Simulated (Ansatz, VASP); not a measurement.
**Ru8N in VASP and in Ansatz**

```
CELL_PARAMETERS angstrom
5.39519 0.00000 0.00000
-2.69759 4.67237 0.00000
0.00000 0.00000 25.03831
ATOMIC_POSITIONS crystal
Ru 0.33333 0.16667 0.15976
Ru 0.33333 0.66667 0.15976
Ru 0.83333 0.16667 0.15976
Ru 0.83333 0.66667 0.15976
Ru 0.16667 0.33333 0.24494
Ru 0.16667 0.83333 0.24494
Ru 0.66667 0.33333 0.24494
Ru 0.66667 0.83333 0.24494
Ru 0.33333 0.16667 0.32997
Ru 0.33333 0.66667 0.32997
Ru 0.83333 0.16667 0.32997
Ru 0.83333 0.66667 0.32997
Ru 0.16667 0.33333 0.41290
Ru 0.16667 0.83333 0.41290
Ru 0.66667 0.33333 0.41290
Ru 0.66667 0.83333 0.41290
N 0.16667 0.58333 0.55668
N 0.16667 0.58333 0.60061
```

Alike in both runs: task single point; functional PBE; dispersion D3(BJ); k mesh 6 × 6 × 1; occupations gaussian, width 0.1 eV; no spin polarisation.

|  | VASP | Ansatz |
| --- | --- | --- |
| version | VASP 6.6.1 | Ansatz 0.2.0 |
| potentials or method | VASP PAW PBE potentials, release 64 (Ru_pv, N), cutoff 520 eV | scalar-relativistic, plane waves, PAW |
| valence electrons in the cell | 234 | 266 |

```csv
,VASP,Ansatz,Ansatz less VASP
gap on the k mesh at the Fermi level (eV),none,none,-
rms of the force components (eV/Å),0.457,0.211,-0.2464
"work function, face that differs most (eV)",5.08,5.09,+0.004
```

Atom by atom the forces differ by 0.345 eV/Å (rms over components). A gap of «none» marks a metal or a gap that the smearing closes. One of these differences is far larger than is usual between the two programs; its cause wasn't traced. VASP's potentials hold 234 valence electrons a cell and Ansatz's 266, so a difference there can come from the potentials and not from the codes.

Noted on VASP's run: the standard files for N, O and F lose accuracy on very short bonds.
